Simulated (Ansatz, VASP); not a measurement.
One calculation of InSb, two programs

The input POSCAR:

```
InSb
1.0
    0.0000000000      3.2736760000      3.2736760000
    3.2736760000      0.0000000000      3.2736760000
    3.2736760000      3.2736760000      0.0000000000
Sb In
1 1
Direct
    0.2500000000      0.2500000000      0.2500000000
    0.0000000000      0.0000000000      0.0000000000
```

Contents of INCAR.step1:

```
ALGO = Normal ; EDIFF = 1E-4
ENCUT = 520 ; GGA = PE
ISMEAR = -1 ; LASPH = True
LCHARG = False ; LREAL = False
LWAVE = True ; NBANDS = 16
NELM = 60 ; PREC = Accurate
SIGMA = 0.0821
```

INCAR.step2

```
ALGO = Normal ; EDIFF = 1E-6
ENCUT = 520 ; ISIF = 2
ISMEAR = -1 ; ISTART = 1
LASPH = True ; LCHARG = True
LELF = True ; LMIXTAU = True
LREAL = False ; LVHAR = True
LWAVE = False ; METAGGA = R2SCAN
NBANDS = 16 ; NELM = 60
PREC = Accurate ; SIGMA = 0.0821
```

The input KPOINTS:

```
k-points
0
Gamma
  9 9 9
```

Input for Ansatz:

```yaml
crystal:
  lattice:
    - [0.0, 3.273676, 3.273676]
    - [3.273676, 0.0, 3.273676]
    - [3.273676, 3.273676, 0.0]
  atoms:
    - { symbol: Sb, position: [0.25, 0.25, 0.25] }
    - { symbol: In, position: [0.0, 0.0, 0.0] }
  symmetry: { tolerance: 0.0003 }
kpoints:
  mp_grid: { grid: [9, 9, 9], shift: [0, 0, 0] }
  band_path:
    path:
      - [-0.375, 0.0, 0.375]
      - [0.0, 0.0, 0.0]
      - [0.0, 0.0, 0.5]
      - [-0.5, -0.25, 0.25]
      - [-0.5, -0.5, 0.0]
    npoints: 13
magnetization:
  spin_polarized: false
scf:
  occupations: { method: fermi_dirac, width: 0.0821 }
  lower_state_search: "off"
  max_iter: 200
hamiltonian:
  pseudopotentials: { kind: paw }
  xc: r2scan
basis:
  ecutwfc: 500
  fft_grid_basis: typed
output:
  forces: true
  stress: true
  eigenvalues: true
  bader: true
  populations: true
  elf: true
  write_potential: true
  volumetric_format: npy
  dos:
    e_range: [-12, 8]
    de: 0.05
    projected: { site_lists: { In: [In], Sb: [Sb] } }
checkpoint:
  read: saved_state
```

Alike in both runs: task single point; functional r2SCAN; k mesh 9 × 9 × 9; occupations fermi-dirac, width 0.0821 eV; no spin polarisation.

|  | VASP | Ansatz |
| --- | --- | --- |
| version | VASP 6.6.1 | Ansatz 0.2.0 |
| potentials or method | VASP PAW PBE potentials, release 64 (Sb, In_d), cutoff 520 eV | PAW plane waves |
| valence electrons in the cell | 18 | 28 |

```tsv
	VASP	Ansatz	Ansatz less VASP
pressure (GPa)	0.2	0.2	+0.01
```

VASP's potentials were made for PBE, not for r2SCAN. VASP's potentials hold 18 valence electrons a cell and Ansatz's 28, so a difference there can come from the potentials and not from the codes.

Neither program's run includes spin-orbit coupling.
